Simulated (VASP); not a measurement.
# W (P6_3/mmc) in VASP: a series of runs

W is run at these levels: LDA; tasks: single point, relaxation of cell and atoms.

Everything below comes from runs of VASP 6.6.1. Logs are shortened: lines on timing, memory, paths and dates and some standing lists are left out, and cuts for length are marked.

**1. The cell of the first run**

The structure is hexagonal, space group P6_3/mmc (No. 194). The conventional cell has a = 2.736 Å, b = 2.736 Å, c = 4.853 Å, α = 90.00°, β = 90.00°, γ = 120.00°. Within 3.6 Å of W (site symmetry -6m2) lie 12 W at 2.74 to 2.90 Å.

This isn't the form of W at room conditions, which is bcc.

**2. Single point, LDA**

The input, INCAR:

```
SYSTEM = W
ALGO     = Normal         ! electronic algorithm
EDIFF    = 1E-7           ! SCF threshold, eV
ENCUT    = 520            ! plane-wave cutoff, eV
GGA      = CA             ! functional
ISIF     = 2              ! what is computed and relaxed
ISMEAR   = -1             ! smearing method
LASPH    = .TRUE.         ! aspherical terms in the spheres
LCHARG   = .FALSE.        ! write CHGCAR
LREAL    = .FALSE.        ! projectors in reciprocal space
LWAVE    = .FALSE.        ! write WAVECAR
NBANDS   = 21             ! bands
NELM     = 60             ! most SCF steps
PREC     = Accurate       ! precision mode
SIGMA    = 0.05           ! smearing width, eV
```

The input, KPOINTS:

```
k-points
0
G
  17 17 9
  0 0 0
```

The input, POSCAR:

```
W
1.0
    2.7358079164      0.0000000000      0.0000000000
   -1.3679039582      2.3692791554      0.0000000000
    0.0000000000      0.0000000000      4.8533940543
W
2
Direct
    0.3333333333      0.6666666667      0.2500000000
    0.6666666667      0.3333333333      0.7500000000
```

Potentials or basis: VASP PAW LDA potentials, release 64 (W_sv).

On the command line:

```bash
$ cat potpaw_LDA.64/W_sv/POTCAR > POTCAR
$ mpirun -np 1 vasp_std > vasp.out
```

OUTCAR:

```text
SYSTEM = W
   EDIFF = 1E-7
   ENCUT = 520
   GGA = CA
   ISIF = 2
   ISMEAR = -1
   LASPH = .TRUE.
   LREAL = .FALSE.
   NELM = 60
   PREC = Accurate

 ion  position               nearest neighbor table
   1  0.333  0.667  0.250-   2 2.90   2 2.90   2 2.90   2 2.90   2 2.90   2 2.90
   2  0.667  0.333  0.750-   1 2.90   1 2.90   1 2.90   1 2.90   1 2.90   1 2.90

  LATTYP: Found a hexagonal cell.
 ALAT       =     2.7358079164
 C/A-ratio  =     1.7740258829

  Lattice vectors:

 A1 = (   2.7358079164,   0.0000000000,   0.0000000000)
 A2 = (  -1.3679039582,   2.3692791554,   0.0000000000)
 A3 = (   0.0000000000,   0.0000000000,   4.8533940543)

Analysis of symmetry for initial positions (statically):
=====================================================================
 Subroutine PRICEL returns:
 Original cell was already a primitive cell.

 Routine SETGRP: Setting up the symmetry group for a
 hexagonal supercell.

 Subroutine GETGRP returns: Found 24 space group operations
 (whereof 12 operations were pure point group operations)
 out of a pool of 24 trial point group operations.

The static configuration has the point symmetry D_3d.
 The point group associated with its full space group is D_6h.

Analysis of symmetry for dynamics (positions and initial velocities):
=====================================================================
 Subroutine PRICEL returns:
 Original cell was already a primitive cell.

 Routine SETGRP: Setting up the symmetry group for a
 hexagonal supercell.

 Subroutine GETGRP returns: Found 24 space group operations
 (whereof 12 operations were pure point group operations)
 out of a pool of 24 trial point group operations.

The dynamic configuration has the point symmetry D_3d.
 The point group associated with its full space group is D_6h.

 Subroutine INISYM returns: Found 24 space group operations
 (whereof 12 operations are pure point group operations),
 and found     1 'primitive' translations

----------------------------------------------------------------------------------------

                                     Primitive cell

  volume of cell :      31.4592

  direct lattice vectors                    reciprocal lattice vectors
     2.735807916  0.000000000  0.000000000     0.365522738  0.211034651  0.000000000
    -1.367903958  2.369279155  0.000000000     0.000000000  0.422069302  0.000000000
     0.000000000  0.000000000  4.853394054     0.000000000  0.000000000  0.206041378

  length of vectors
     2.735807916  2.735807916  4.853394054     0.422069302  0.422069302  0.206041378

  position of ions in fractional coordinates (direct lattice)
     0.333333333  0.666666667  0.250000000
     0.666666667  0.333333333  0.750000000

  ion indices of the primitive-cell ions
   primitive index   ion index
                 1           1
                 2           2

----------------------------------------------------------------------------------------

 KPOINTS: k-points

Automatic generation of k-mesh.
 Grid dimensions read from file:
 generate k-points for:   17   17    9

 Generating k-lattice:

  Cartesian coordinates                     Fractional coordinates (reciprocal lattice)
     0.021501338  0.012413803  0.000000000     0.058823529 -0.000000000  0.000000000
     0.000000000  0.024827606  0.000000000     0.000000000  0.058823529  0.000000000
     0.000000000  0.000000000  0.022893486     0.000000000  0.000000000  0.111111111

  Length of vectors
     0.024827606  0.024827606  0.022893486

  Shift w.r.t. Gamma in fractional coordinates (k-lattice)
     0.000000000  0.000000000  0.000000000

 Subroutine IBZKPT returns following result:
 ===========================================

 Found    165 irreducible k-points:

 Following reciprocal coordinates:
            Coordinates               Weight
  0.000000  0.000000  0.000000      1.000000
  0.058824  0.000000  0.000000      6.000000
  0.117647  0.000000  0.000000      6.000000
  0.176471  0.000000  0.000000      6.000000
  0.235294  0.000000  0.000000      6.000000
  0.294118  0.000000  0.000000      6.000000
[... 16 lines left out ...]
  0.411765  0.117647  0.000000     12.000000
  0.176471  0.176471  0.000000      6.000000
 [... further k-points ...]
   k-points           NKPTS =    165   k-points in BZ     NKDIM =    165   number of bands    NBANDS=     21
   number of dos      NEDOS =    301   number of ions     NIONS =      2
   total plane-waves  NPLWV =  14400
   dimension x,y,z NGX =    20 NGY =   20 NGZ =   36
   dimension x,y,z NGXF=    40 NGYF=   40 NGZF=   72
   ions per type =               2
   NGX,Y,Z   is equivalent  to a cutoff of  12.15, 12.15, 12.33 a.u.
   NGXF,Y,Z  is equivalent  to a cutoff of  24.31, 24.31, 24.66 a.u.
 SYSTEM =  W
   PREC   = accura    normal or accurate (medium, high low for compatibility)
   ISTART =      0    job   : 0-new  1-cont  2-samecut
   ICHARG =      2    charge: 1-file 2-atom 10-const
   ISPIN  =      1    spin polarized calculation?
   LNONCOLLINEAR =      F non collinear calculations
   LSORBIT =      F    spin-orbit coupling
   LASPH  =      T    aspherical Exc in radial PAW
   ENCUT  =  520.0 eV  38.22 Ry    6.18 a.u.   5.09  5.09  9.02*2*pi/ulx,y,z
   NELM   =     60;   NELMIN=  2; NELMDL= -5     # of ELM steps
   EDIFF  = 0.1E-06   stopping-criterion for ELM
   LREAL  =      F    real-space projection
   EDIFFG = 0.1E-05   stopping-criterion for IOM
   NSW    =      0    number of steps for IOM
   IBRION =     -1    ionic relax: 0-MD 1-quasi-New 2-CG
   NFREE  =      0    steps in history (QN), initial steepest desc. (CG)
   ISIF   =      2    stress and relaxation
   ISYM   =      2    0-nonsym 1-usesym 2-fastsym
   POTIM  = 0.5000    time-step for ionic-motion
   TEBEG  =    0.0;   TEEND  =   0.0 temperature during run
   PSTRESS=    0.0 pullay stress
   NELECT =      28.0000    total number of electrons
   NUPDOWN=      -1.0000    fix difference up-down
   EMIN   =  10.00;   EMAX   =-10.00  energy-range for DOS
   EFERMI =   0.00;   METHOD = LEGACY
   ISMEAR =    -1;   SIGMA  =   0.05  broadening in eV -4-tet -1-fermi 0-gaus
   EFERMI_NEDOS =   21; number of points for ismear=-14 and -15
   IALGO  =     38    algorithm
   IMIX   =      4    mixing-type and parameters
     AMIX     =   0.40;   BMIX     =  1.00
     AMIX_MAG =   1.60;   BMIX_MAG =  1.00
  volume/ion in A,a.u.               =      15.73       106.15
  Fermi-wavevector in a.u.,A,eV,Ry     =   1.574750  2.975847 33.740253  2.479839
  Thomas-Fermi vector in A             =   2.675838
   LORBIT       =      0    0 simple, 1 ext, 2 COOP (PROOUT), +10 PAW based schemes
   GGA     = CA    functional components
   LHFCALC =     F    Hartree Fock is set to
   AEXX    =    0.0000 exact exchange contribution
   IVDW    =     0    specifies the selected vdW correction
   LEPSILON=     F    determine dielectric tensor
   LRPA    =     F    only Hartree local field effects (RPA)
 non-spin polarized calculation
  energy-cutoff  :      520.00
  volume of cell :       31.46
 maximum number of plane-waves:       860
   NGX = 11   NGY = 11   NGZ = 19

 number of electron      28.0000000 magnetization

 Free energy of the ion-electron system (eV)
  ---------------------------------------------------
  ext. energy  EPLUGINS =         0.00000000
  ---------------------------------------------------
  free energy    TOTEN  =       -27.19879076 eV

  energy without entropy =      -27.18177171  energy(sigma->0) =      -27.19028123

 E-fermi :  11.0633     XC(G=0): -13.8536

 val. band max:       11.0537294749   @ k =   0.1765   0.0588   0.0000
 cond. band min:      11.0673599052   @ k =   0.1176   0.0000   0.1111
 fundamental gap:      0.0136304302
 Fermi energy:        11.0633339608

 k-point     1 :       0.0000    0.0000    0.0000
  band No.  band energies     occupation
      1     -62.1991      2.00000
      2     -62.1073      2.00000
      3     -27.2908      2.00000
      4     -26.1965      2.00000
      5     -26.0167      2.00000
      6     -26.0167      2.00000
[... 13 lines left out ...]
     20      15.5239      0.00000
     21      20.4621      0.00000

 k-point     2 :       0.0588    0.0000    0.0000
  band No.  band energies     occupation
      1     -62.1942      2.00000
      2     -62.1038      2.00000
      3     -27.2763      2.00000
      4     -26.1983      2.00000
      5     -26.0641      2.00000
      6     -26.0297      2.00000
[... 13 lines left out ...]
     20      15.9564      0.00000
     21      20.4451      0.00000

 k-point     3 :       0.1176    0.0000    0.0000
  band No.  band energies     occupation
      1     -62.1802      2.00000
      2     -62.0939      2.00000
      3     -27.2337      2.00000
      4     -26.2042      2.00000
      5     -26.1988      2.00000
      6     -26.0894      2.00000
[... 13 lines left out ...]
     20      16.9291      0.00000
     21      20.3556      0.00000

 k-point     4 :       0.1765    0.0000    0.0000
  band No.  band energies     occupation
      1     -62.1587      2.00000
      2     -62.0790      2.00000
      3     -27.1666      2.00000
      4     -26.4008      2.00000
      5     -26.2902      2.00000
      6     -26.2157      2.00000
[... 13 lines left out ...]
     20      18.0912      0.00000
     21      20.1429      0.00000

 k-point     5 :       0.2353    0.0000    0.0000
  band No.  band energies     occupation
      1     -62.1323      2.00000
      2     -62.0614      2.00000
      3     -27.0801      2.00000
      4     -26.6402      2.00000
      5     -26.5237      2.00000
      6     -26.2344      2.00000
[... 13 lines left out ...]
     20      19.2779      0.00000
     21      19.8272      0.00000

 k-point     6 :       0.2941    0.0000    0.0000
  band No.  band energies     occupation
      1     -62.1043      2.00000
      2     -62.0438      2.00000
      3     -26.9819      2.00000
      4     -26.8832      2.00000
      5     -26.7569      2.00000
      6     -26.2622      2.00000
[... 13 lines left out ...]
     20      19.5218      0.00000
     21      20.3825      0.00000

 k-point     7 :       0.3529    0.0000    0.0000
  band No.  band energies     occupation
      1     -62.0780      2.00000
      2     -62.0289      2.00000
      3     -27.0973      2.00000
      4     -26.9601      2.00000
      5     -26.8814      2.00000
      6     -26.3041      2.00000
[... 13 lines left out ...]
     20      19.4276      0.00000
     21      21.3100      0.00000
[... 291 lines left out ...]
      1     -62.0955      2.00000
      2     -62.0386      2.00000
      3     -26.9500      2.00000
      4     -26.8815      2.00000
      5     -26.7993      2.00000
      6     -26.3066      2.00000
[... 13 lines left out ...]
     20      19.6531      0.00000
     21      21.1404      0.00000

 k-point    21 :       0.2941    0.1176    0.0000
  band No.  band energies     occupation
      1     -62.0706      2.00000
      2     -62.0250      2.00000
      3     -27.0718      2.00000
      4     -26.9583      2.00000
      5     -26.8522      2.00000
      6     -26.3859      2.00000
[... 13 lines left out ...]
     20      19.9364      0.00000
     21      22.1610      0.00000

 k-point    22 :       0.3529    0.1176    0.0000
  band No.  band energies     occupation
      1     -62.0507      2.00000
      2     -62.0160      2.00000
      3     -27.2125      2.00000
      4     -27.0761      2.00000
      5     -26.7637      2.00000
      6     -26.4451      2.00000
[... 13 lines left out ...]
     20      20.7492      0.00000
     21      21.7404      0.00000

 k-point    23 :       0.4118    0.1176    0.0000
  band No.  band energies     occupation
      1     -62.0391      2.00000
      2     -62.0120      2.00000
      3     -27.2871      2.00000
      4     -27.1388      2.00000
      5     -26.7051      2.00000
      6     -26.4765      2.00000
[... 13 lines left out ...]
     20      20.2920      0.00000
     21      21.8878      0.00000

 k-point    24 :       0.1765    0.1765    0.0000
  band No.  band energies     occupation
      1     -62.0979      2.00000
      2     -62.0400      2.00000
      3     -26.9591      2.00000
      4     -26.8040      2.00000
      5     -26.8030      2.00000
      6     -26.3075      2.00000
[... 13 lines left out ...]
     20      19.7171      0.00000
     21      21.1837      0.00000

 [... further k-points ...]
[... 5 lines left out ...]
  --------------------------------------------------------------------------------------
  -------------------------------------------------------------------------------------
  Total        0.3931514      0.3931514      0.2947429     -0.0000000     -0.0000000      0.0000000
  in kB       20.0227179     20.0227179     15.0108946     -0.0000000     -0.0000000      0.0000000
  external PRESSURE =      18.3521101 kB  Pullay stress =       0.0000000 kB

 VOLUME and BASIS-vectors are now :
 -----------------------------------------------------------------------------
  energy-cutoff  :      520.00
  volume of cell :       31.46
      direct lattice vectors                 reciprocal lattice vectors
     2.735807916  0.000000000  0.000000000     0.365522738  0.211034651  0.000000000
    -1.367903958  2.369279155  0.000000000     0.000000000  0.422069302  0.000000000
     0.000000000  0.000000000  4.853394054     0.000000000  0.000000000  0.206041378

 POSITION                                       TOTAL-FORCE (eV/Angst)
 -----------------------------------------------------------------------------------
     -0.00000      1.57952      1.21335         0.000000     -0.000000      0.000000
      1.36790      0.78976      3.64005        -0.000000      0.000000      0.000000
 -----------------------------------------------------------------------------------
    total drift:                               -0.000000      0.000000     -0.000000

  FREE ENERGIE OF THE ION-ELECTRON SYSTEM (eV)
  ---------------------------------------------------
  free  energy   TOTEN  =       -27.1987907582 eV

  energy  without entropy=      -27.1817717099  energy(sigma->0) =      -27.19028123
```

Run time: 30 s. Hardware: 1 thread of Intel Xeon 6975P-C (Granite Rapids), shared host; peak memory 0.19 GiB.

Results:

```
Free energy            : -27.1988 eV
Pressure               : 1.8 GPa
Band gap on the k mesh : zero (bands 14 and 15 overlap by 1.78 eV)
```

Stress tensor (GPa, compression positive):
```
2.00 0.00 0.00
0.00 2.00 0.00
0.00 0.00 1.50
```

Levels at points of the mesh, in eV from the Fermi level:
```
           k point  band 10  band 11  band 12  band 13  band 14  band 15  band 16  band 17  band 18  band 19
(0.00, 0.00, 0.00)    -6.08    -1.79    -0.53    -0.53    -0.01     0.09     0.09     2.00     2.00     4.46
```

Caveat: spin-orbit coupling is left out, which moves the levels of the heavy elements.

**3. Single point, LDA**

This run uses another cell than the first one, of 16.52 Å³/atom.

The input, INCAR:

```
SYSTEM = W
ALGO = Normal
EDIFF = 1E-7
ENCUT = 520
GGA = CA
ISIF = 2
ISMEAR = -1
LASPH = .True.
LCHARG = .False.
LREAL = .False.
LWAVE = .False.
NBANDS = 21
NELM = 100
PREC = Accurate
SIGMA = 0.05
```

The input, KPOINTS:

```
k-points
0
Gamma
  17 17 9
  0 0 0
```

The input, POSCAR:

```
W
1.0
    2.7907879579      0.0000000000      0.0000000000
   -1.3953939790      2.4168932682      0.0000000000
    0.0000000000      0.0000000000      4.8971315604
W
2
Direct
    0.3333333333      0.6666666667      0.2500000000
    0.6666666667      0.3333333333      0.7500000000
```

Potentials or basis: VASP PAW LDA potentials, release 64 (W_sv).

On the command line:

```bash
$ cat potpaw_LDA.64/W_sv/POTCAR > POTCAR
$ mpirun -np 1 vasp_std > vasp.out
```

Wall time 30 s (1 thread of Intel Xeon 6975P-C (Granite Rapids), shared host); peak memory 0.2 GiB.

It converged, with:

* Free energy: -27.1402 eV
* Pressure: -12.6 GPa
* Band gap on the k mesh: zero (bands 14 and 15 overlap by 1.65 eV)

Stress tensor (GPa, compression positive):
```
-14.39   0.00   0.00
  0.00 -14.39   0.00
  0.00   0.00  -8.88
```

Levels at points of the mesh, in eV from the Fermi level:
```tsv
k point	band 12	band 13	band 14	band 15	band 16	band 17
(0.00, 0.00, 0.00)	-0.46	-0.46	0.00	0.14	0.14	1.82
```

Caveat: the cell stands under tension; spin-orbit coupling is left out, which moves the levels of the heavy elements.

**4. Relaxation of cell and atoms, LDA**

This run uses another cell than the first one, of 15.41 Å³/atom.

The input, INCAR:

```
ALGO     = Normal         # electronic algorithm
EDIFF    = 1E-7           # SCF threshold, eV
EDIFFG   = -0.005         # ionic threshold
ENCUT    = 600            # plane-wave cutoff, eV
GGA      = CA             # functional
IBRION   = 2              # ionic algorithm
ISIF     = 3              # what is computed and relaxed
ISMEAR   = -1             # smearing method
LASPH    = T              # aspherical terms in the spheres
LCHARG   = F              # write CHGCAR
LREAL    = F              # projectors in reciprocal space
LWAVE    = F              # write WAVECAR
NELM     = 80             # most SCF steps
NSW      = 60             # ionic steps
PREC     = Accurate       # precision mode
SIGMA    = 0.05           # smearing width, eV
```

The input, KPOINTS:

```
k-points
0
Gamma
  17 17 9
```

The input, POSCAR:

```
W
1.0
    2.8007330950      0.0000000000      0.0000000000
   -1.4003665475      2.4255060095      0.0000000000
    0.0000000000      0.0000000000      4.5371876139
W
2
Direct
    0.3333333333      0.6666666667      0.2500000000
    0.6666666667      0.3333333333      0.7500000000
```

On the command line:

```bash
$ cat potpaw_LDA.64/W_sv/POTCAR > POTCAR
$ mpirun -np 1 vasp_std > vasp.out
```

Wall time 2.9 min (1 thread of Intel Xeon 6975P-C (Granite Rapids), shared host); peak memory 0.22 GiB.

Results (log left out):

```yaml
Free_energy: -27.1997 eV
Relaxed_volume: 15.82 Å³/atom
Relaxed_cell: a = 2.742 Å, b = 2.742 Å, c = 4.861 Å, α = 90.00°, β = 90.00°, γ = 120.00°
Space_group_after_relaxing_to_0.1_Å: P6_3/mmc (No. 194)
Energy_gained_by_relaxing: 68.1 meV/atom
Ionic_steps: 11
Pressure_after_relaxing: 0.0 GPa
Band_gap_on_the_k_mesh: zero (bands 14 and 15 overlap by 1.77 eV)
```

The path:
| step | energy change (eV) | largest force (eV/Å) | pressure (GPa) | volume (Å³) |
| --- | --- | --- | --- | --- |
| 1 | 0.0000 | 0.0000 | 6.53 | 30.82 |
| 2 | 0.0157 | 0.0000 | -17.83 | 33.68 |
| 3 | -0.0479 | 0.0000 | -6.16 | 32.15 |
| 4 | -0.1139 | 0.0000 | -6.89 | 32.33 |
| 5 | -0.1198 | 0.0000 | -6.86 | 32.38 |
| 6 | -0.1293 | 0.0000 | 4.72 | 31.19 |
| 7 | -0.1361 | 0.0000 | 0.00 | 31.65 |
| 8 | -0.1361 | 0.0000 | 0.14 | 31.63 |
| 9 | -0.1361 | 0.0000 | -0.07 | 31.65 |
| 10 | -0.1361 | 0.0000 | -0.04 | 31.65 |
| 11 | -0.1361 | 0.0000 | 0.00 | 31.64 |

Final structure:
```xyz
2
Lattice="2.7418 0.0000 0.0000 -1.3709 2.3744 0.0000 0.0000 0.0000 4.8606" Properties=species:S:1:pos:R:3 pbc="T T T"
W     0.0000    1.5830    1.2151
W     1.3709    0.7915    3.6454
```

Levels at points of the mesh, in eV from the Fermi level:
```csv
k point,band 11,band 12,band 13,band 14,band 15,band 16,band 17,band 18
"(0.00, 0.00, 0.00)",-1.76,-0.52,-0.52,-0.02,0.10,0.10,1.99,1.99
```

Caveat: spin-orbit coupling is left out, which moves the levels of the heavy elements.

(Continued in part 2 of 2.)
